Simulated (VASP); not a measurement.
# TiAl (P4/mmm) in VASP: relaxation of cell and atoms with LDA

Aim: the relaxation of cell and atoms of TiAl with LDA.

Program: VASP 6.6.1. These are calculated values, not measurements. Logs are shortened: lines on timing, memory, paths and dates and some standing lists are left out, and cuts for length are marked.

## 1. The cell of the first run

Symmetry: P4/mmm, No. 123, tetragonal system. Conventional cell: a = 2.811 Å, b = 2.811 Å, c = 4.066 Å, α = 90.00°, β = 90.00°, γ = 90.00°. Ti (site symmetry 4/mmm) has 4 Ti at 2.81 Å and 8 Al at 2.84 Å within 3.7 Å. Al (site symmetry 4/mmm) has 4 Al at 2.81 Å and 8 Ti at 2.84 Å within 3.7 Å.

## 2. Relaxation of cell and atoms, LDA

File INCAR:

```
SYSTEM = TiAl
  ALGO = Fast
  EDIFF = 1E-7
  EDIFFG = -0.002
  ENCUT = 600
  IBRION = 2
  ISIF = 3
  ISMEAR = 0
  LASPH = .True.
  LCHARG = .False.
  LREAL = .False.
  LWAVE = .False.
  NELM = 60
  NSW = 100
  PREC = Accurate
  SIGMA = 0.1
```

File KPOINTS:

```
k-points
0
Gamma
  12 12 10
  0 0 0
```

File POSCAR:

```
TiAl
1.0
    2.8107518100      0.0000000000      0.0000000000
    0.0000000000      2.8107518100      0.0000000000
    0.0000000000      0.0000000000      4.0664219200
Ti Al
1 1
Direct
    0.5000000000      0.5000000000      0.5000000000
    0.0000000000      0.0000000000      0.0000000000
```

Potentials or basis: VASP PAW LDA potentials, release 64 (Ti_sv, Al).

The run is started by

```console
cat potpaw_LDA.64/Ti_sv/POTCAR potpaw_LDA.64/Al/POTCAR > POTCAR
mpirun -np 1 vasp_std > vasp.out
```

OUTCAR:

```text
SYSTEM = TiAl
   EDIFF = 1E-7
   EDIFFG = -0.002
   ENCUT = 600
   IBRION = 2
   ISIF = 3
   ISMEAR = 0
   LASPH = .True.
   LREAL = .False.
   NELM = 60
   NSW = 100
   PREC = Accurate

 ion  position               nearest neighbor table
   1  0.500  0.500  0.500-   2 2.84   2 2.84   2 2.84   2 2.84   2 2.84   2 2.84   2 2.84   2 2.84

   2  0.000  0.000  0.000-   1 2.84   1 2.84   1 2.84   1 2.84   1 2.84   1 2.84   1 2.84   1 2.84

  LATTYP: Found a simple tetragonal cell.
 ALAT       =     2.8107518100
 C/A-ratio  =     1.4467381665

  Lattice vectors:

 A1 = (   2.8107518100,   0.0000000000,   0.0000000000)
 A2 = (   0.0000000000,   2.8107518100,   0.0000000000)
 A3 = (   0.0000000000,   0.0000000000,   4.0664219200)

Analysis of symmetry for initial positions (statically):
=====================================================================
 Subroutine PRICEL returns:
 Original cell was already a primitive cell.

 Routine SETGRP: Setting up the symmetry group for a
 simple tetragonal supercell.

 Subroutine GETGRP returns: Found 16 space group operations
 (whereof 16 operations were pure point group operations)
 out of a pool of 16 trial point group operations.

The static configuration has the point symmetry D_4h.

Analysis of symmetry for dynamics (positions and initial velocities):
=====================================================================
 Subroutine PRICEL returns:
 Original cell was already a primitive cell.

 Routine SETGRP: Setting up the symmetry group for a
 simple tetragonal supercell.

 Subroutine GETGRP returns: Found 16 space group operations
 (whereof 16 operations were pure point group operations)
 out of a pool of 16 trial point group operations.

The dynamic configuration has the point symmetry D_4h.

 Subroutine INISYM returns: Found 16 space group operations
 (whereof 16 operations are pure point group operations),
 and found     1 'primitive' translations

----------------------------------------------------------------------------------------

                                     Primitive cell

  volume of cell :      32.1261

  direct lattice vectors                    reciprocal lattice vectors
     2.810751810  0.000000000  0.000000000     0.355776699  0.000000000  0.000000000
     0.000000000  2.810751810  0.000000000     0.000000000  0.355776699  0.000000000
     0.000000000  0.000000000  4.066421920     0.000000000  0.000000000  0.245916439

  length of vectors
     2.810751810  2.810751810  4.066421920     0.355776699  0.355776699  0.245916439

  position of ions in fractional coordinates (direct lattice)
     0.500000000  0.500000000  0.500000000
     0.000000000  0.000000000  0.000000000

  ion indices of the primitive-cell ions
   primitive index   ion index
                 1           1
                 2           2

----------------------------------------------------------------------------------------

 KPOINTS: k-points

Automatic generation of k-mesh.
 Grid dimensions read from file:
 generate k-points for:   12   12   10

 Generating k-lattice:

  Cartesian coordinates                     Fractional coordinates (reciprocal lattice)
     0.029648058  0.000000000  0.000000000     0.083333333  0.000000000  0.000000000
     0.000000000  0.029648058  0.000000000     0.000000000  0.083333333  0.000000000
     0.000000000  0.000000000  0.024591644     0.000000000  0.000000000  0.100000000

  Length of vectors
     0.029648058  0.029648058  0.024591644

  Shift w.r.t. Gamma in fractional coordinates (k-lattice)
     0.000000000  0.000000000  0.000000000

 Subroutine IBZKPT returns following result:
 ===========================================

 Found    168 irreducible k-points:

 Following reciprocal coordinates:
            Coordinates               Weight
  0.000000  0.000000  0.000000      1.000000
  0.083333  0.000000  0.000000      4.000000
  0.166667  0.000000  0.000000      4.000000
  0.250000  0.000000  0.000000      4.000000
  0.333333  0.000000  0.000000      4.000000
  0.416667  0.000000  0.000000      4.000000
[... 16 lines left out ...]
  0.333333  0.333333  0.000000      4.000000
  0.416667  0.333333  0.000000      8.000000
 [... further k-points ...]
   k-points           NKPTS =    168   k-points in BZ     NKDIM =    168   number of bands    NBANDS=     11
   number of dos      NEDOS =    301   number of ions     NIONS =      2
   total plane-waves  NPLWV =  18432
   dimension x,y,z NGX =    24 NGY =   24 NGZ =   32
   dimension x,y,z NGXF=    48 NGYF=   48 NGZF=   64
   ions per type =               1   1
   NGX,Y,Z   is equivalent  to a cutoff of  14.20, 14.20, 13.08 a.u.
   NGXF,Y,Z  is equivalent  to a cutoff of  28.39, 28.39, 26.16 a.u.
 SYSTEM =  TiAl
   PREC   = accura    normal or accurate (medium, high low for compatibility)
   ISTART =      0    job   : 0-new  1-cont  2-samecut
   ICHARG =      2    charge: 1-file 2-atom 10-const
   ISPIN  =      1    spin polarized calculation?
   LNONCOLLINEAR =      F non collinear calculations
   LSORBIT =      F    spin-orbit coupling
   LASPH  =      T    aspherical Exc in radial PAW
   ENCUT  =  600.0 eV  44.10 Ry    6.64 a.u.   5.61  5.61  8.12*2*pi/ulx,y,z
   NELM   =     60;   NELMIN=  2; NELMDL= -5     # of ELM steps
   EDIFF  = 0.1E-06   stopping-criterion for ELM
   LREAL  =      F    real-space projection
   EDIFFG = -.2E-02   stopping-criterion for IOM
   NSW    =    100    number of steps for IOM
   IBRION =      2    ionic relax: 0-MD 1-quasi-New 2-CG
   NFREE  =      1    steps in history (QN), initial steepest desc. (CG)
   ISIF   =      3    stress and relaxation
   ISYM   =      2    0-nonsym 1-usesym 2-fastsym
   POTIM  = 0.5000    time-step for ionic-motion
   TEBEG  =    0.0;   TEEND  =   0.0 temperature during run
   PSTRESS=    0.0 pullay stress
   NELECT =      15.0000    total number of electrons
   NUPDOWN=      -1.0000    fix difference up-down
   EMIN   =  10.00;   EMAX   =-10.00  energy-range for DOS
   EFERMI =   0.00;   METHOD = LEGACY
   ISMEAR =     0;   SIGMA  =   0.10  broadening in eV -4-tet -1-fermi 0-gaus
   EFERMI_NEDOS =   21; number of points for ismear=-14 and -15
   IALGO  =     68    algorithm
   IMIX   =      4    mixing-type and parameters
     AMIX     =   0.40;   BMIX     =  1.00
     AMIX_MAG =   1.60;   BMIX_MAG =  1.00
  volume/ion in A,a.u.               =      16.06       108.40
  Fermi-wavevector in a.u.,A,eV,Ry     =   1.270046  2.400039 21.946425  1.613017
  Thomas-Fermi vector in A             =   2.403054
   LORBIT       =      0    0 simple, 1 ext, 2 COOP (PROOUT), +10 PAW based schemes
   GGA     = CA    functional components
   LHFCALC =     F    Hartree Fock is set to
   AEXX    =    0.0000 exact exchange contribution
   IVDW    =     0    specifies the selected vdW correction
   LEPSILON=     F    determine dielectric tensor
   LRPA    =     F    only Hartree local field effects (RPA)
 conjugate gradient relaxation of ions
 non-spin polarized calculation
 RMM-DIIS sequential band-by-band and
 Gauss-broadening in eV      SIGMA  =   0.10
  energy-cutoff  :      600.00
  volume of cell :       32.13
 maximum number of plane-waves:      1104
 NGX is ok and might be reduce to    24
   NGX = 11   NGY = 11   NGZ = 17

--------------------------------------- Ionic step        1  -------------------------------------------

 number of electron      14.9999999 magnetization

 Free energy of the ion-electron system (eV)
  ---------------------------------------------------
  ext. energy  EPLUGINS =         0.00000000
  ---------------------------------------------------
  free energy    TOTEN  =       -13.56539079 eV

  energy without entropy =      -13.55690305  energy(sigma->0) =      -13.56114692

------------------------ aborting loop because EDIFF is reached ----------------------------------------

  FORCE on cell =-STRESS in cart. coord.  units (eV):
  Direction    XX          YY          ZZ          XY          YZ          ZX
  --------------------------------------------------------------------------------------
  -------------------------------------------------------------------------------------
  Total       -1.0932247     -1.0932247     -1.1391372      0.0000000      0.0000000      0.0000000
  in kB      -54.5208471    -54.5208471    -56.8105746      0.0000000      0.0000000      0.0000000
  external PRESSURE =     -55.2840896 kB  Pullay stress =       0.0000000 kB
[... 273 lines left out ...]
  energy  without entropy=      -13.5843381679  energy(sigma->0) =      -13.58836728

--------------------------------------- Ionic step        9  -------------------------------------------

 number of electron      14.9999999 magnetization

 Free energy of the ion-electron system (eV)
  ---------------------------------------------------
  ext. energy  EPLUGINS =         0.00000000
  ---------------------------------------------------
  free energy    TOTEN  =       -13.59239883 eV

  energy without entropy =      -13.58433677  energy(sigma->0) =      -13.58836780

 E-fermi :   8.6739     XC(G=0): -11.5167

 val. band max:        8.6568446740   @ k =   0.3333   0.0833   0.5000
 cond. band min:       8.6910508499   @ k =   0.3333   0.2500   0.1000
 fundamental gap:      0.0342061759
 Fermi energy:         8.6739351263

 k-point     1 :       0.0000    0.0000    0.0000
  band No.  band energies     occupation
      1     -47.1249      2.00000
      2     -23.9093      2.00000
      3     -23.4168      2.00000
      4     -23.4168      2.00000
      5      -0.5413      2.00000
      6       6.7098      2.00000
      7       7.7647      2.00000
      8       8.4513      1.99836
      9      10.9653      0.00000
     10      10.9653      0.00000
     11      12.1548      0.00000
[... 309 lines left out ...]
 k-point    24 :       0.4167    0.3333    0.0000
  band No.  band energies     occupation
      1     -46.9970      2.00000
      2     -23.9055      2.00000
      3     -23.7895      2.00000
      4     -23.7891      2.00000
      5       4.4265      2.00000
      6       6.6242      2.00000
      7       7.9508      2.00000
      8       8.5669      1.87001
      9       8.8663      0.00653
     10       9.9787      0.00000
     11      12.6890      0.00000

 [... further k-points ...]

------------------------ aborting loop because EDIFF is reached ----------------------------------------

  FORCE on cell =-STRESS in cart. coord.  units (eV):
  Direction    XX          YY          ZZ          XY          YZ          ZX
  --------------------------------------------------------------------------------------
  -------------------------------------------------------------------------------------
  Total        0.0017469      0.0017469      0.0005075      0.0000000     -0.0000000      0.0000000
  in kB        0.0913924      0.0913924      0.0265488      0.0000000     -0.0000000      0.0000000
  external PRESSURE =       0.0697778 kB  Pullay stress =       0.0000000 kB
[... 17 lines left out ...]
  FREE ENERGIE OF THE ION-ELECTRON SYSTEM (eV)
  ---------------------------------------------------
  free  energy   TOTEN  =       -13.5923988258 eV

  energy  without entropy=      -13.5843367725  energy(sigma->0) =      -13.58836780

 reached required accuracy - stopping structural energy minimisation
```

Wall time 4.9 min (1 thread of Intel Xeon 6975P-C (Granite Rapids), shared host); peak memory 0.21 GiB.

Results:

| Quantity | Value |
| --- | --- |
| Free energy | -13.5924 eV |
| Relaxed volume | 15.31 Å³/atom |
| Relaxed cell | a = 2.768 Å, b = 2.768 Å, c = 3.996 Å, α = 90.00°, β = 90.00°, γ = 90.00° |
| Space group after relaxing (to 0.1 Å) | P4/mmm (No. 123) |
| Energy gained by relaxing | 13.5 meV/atom |
| Ionic steps | 9 |
| Pressure after relaxing | 0.0 GPa |
| Band gap on the k mesh | zero (an odd number of electrons rules out a gap without spin polarisation) |

Step by step:
```
step  energy change (eV)  largest force (eV/Å)  pressure (GPa)  volume (Å³)
   1              0.0000                0.0000           -5.53        32.13
   2             -0.0131                0.0000            4.53        29.62
   3             -0.0270                0.0000           -0.01        30.63
   4             -0.0270                0.0000            0.12        30.60
   5             -0.0270                0.0000           -0.05        30.65
   6             -0.0270                0.0000           -0.05        30.63
   7             -0.0270                0.0000           -0.04        30.63
   8             -0.0270                0.0000            0.00        30.63
   9             -0.0270                0.0000            0.01        30.62
```

Final structure:
```cif
data_structure
_symmetry_space_group_name_H-M 'P 1'
_symmetry_Int_Tables_number 1
_cell_length_a 2.7683
_cell_length_b 2.7683
_cell_length_c 3.9960
_cell_angle_alpha 90.000
_cell_angle_beta 90.000
_cell_angle_gamma 90.000
_cell_volume 30.62
loop_
_atom_site_label
_atom_site_type_symbol
_atom_site_fract_x
_atom_site_fract_y
_atom_site_fract_z
_atom_site_occupancy
Ti1 Ti 0.50000 0.50000 0.50000 1
Al1 Al 0.00000 0.00000 0.00000 1
```
